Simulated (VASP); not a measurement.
Wanted: the native input for a VASP 6.6.1 run.

```yaml
Task: single point
Functional: PBE
Potentials_or_basis: VASP PAW PBE potentials, release 64 (Nb_sv)
Cutoff: 520 eV
k_mesh: 17 × 17 × 4
Occupations: fermi-dirac, width 0.05 eV
Spin: collinear spin
Starting_moments: "[1.0, 1.0, 1.0, 1.0] μB"
Dipole_correction: no
Further_INCAR_settings: ALGO = Normal; EDIFF = 1e-06; NBANDS = 38
```

The structure of Nb lies in POSCAR:

```
Nb
1.0
    2.9358243020      0.0000000000      0.0000000000
   -1.4679121510      2.5424984266      0.0000000000
    0.0000000000      0.0000000000     10.7992553249
Nb
4
Direct
    0.0000000000      0.0000000000      0.0000000000
    0.0000000000      0.0000000000      0.5000000000
    0.3333333333      0.6666666667      0.2500000000
    0.6666666667      0.3333333333      0.7500000000
```

This isn't the form of Nb at room conditions, which is bcc.

The input as run:

INCAR

```
ALGO = Normal
EDIFF = 1E-6
ENCUT = 520
GGA = PE
ISIF = 2
ISMEAR = -1
ISPIN = 2
LASPH = True
LCHARG = False
LMAXMIX = 4
LORBIT = 11
LREAL = False
LWAVE = False
MAGMOM = 1 1 1 1
NBANDS = 38
NELM = 150
PREC = Accurate
SIGMA = 0.05
```

KPOINTS

```
k-points
0
Gamma
  17 17 4
```

Potentials or basis: VASP PAW PBE potentials, release 64 (Nb_sv).

Launch:

```console
$ cat potpaw_PBE.64/Nb_sv/POTCAR > POTCAR
$ mpirun -np 1 vasp_std > vasp.out
```

It gave:

```
Pressure                                              : -10.9 GPa
Band gap on the k mesh                                : zero (filled and empty bands overlap)
Net moment                                            : 0.00 μB per cell
Valence electrons inside the program's atomic spheres : Nb 10.59, 10.60 (each value once)
```

Caveat: the cell stands under tension.

Run time: 26 min on 1 thread of Oxide Virtual Turin-like Processor, on a shared host, peak memory 0.48 GiB.
